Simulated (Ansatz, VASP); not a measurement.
**Two plane-wave programs on Ir**

```
Ir
1.0
     0.00000    1.91970    1.91970
     1.91970    0.00000    1.91970
     1.91970    1.91970    0.00000
Ir
1
Cartesian
  0.0000 0.0000 0.0000
```

Alike in both runs: task relaxation of cell and atoms; functional r2SCAN; k mesh 23 × 23 × 23; occupations fermi-dirac, width 0.05 eV; no spin polarisation.

|  | VASP | Ansatz |
| --- | --- | --- |
| version | VASP 6.6.1 | Ansatz 0.2.0 |
| potentials or method | VASP PAW PBE potentials, release 64 (Ir) | PAW with Ansatz's default frozen-core files, scalar-relativistic |
| plane-wave cutoff (eV) | 600 | 500 |
| valence electrons in the cell | 9 | 17 |

|  | VASP | Ansatz | Ansatz less VASP |
| --- | --- | --- | --- |
| relaxed volume (Å³/atom) | 14.29 | 14.20 | -0.092 |
| relaxed cell length with the largest relative difference (Å) | 2.724 | 2.718 | -0.0058 |

VASP's potentials were made for PBE, not for r2SCAN. VASP's potentials hold 9 valence electrons a cell and Ansatz's 17, so a difference there can come from the potentials and not from the codes.

Spin-orbit coupling is off throughout.
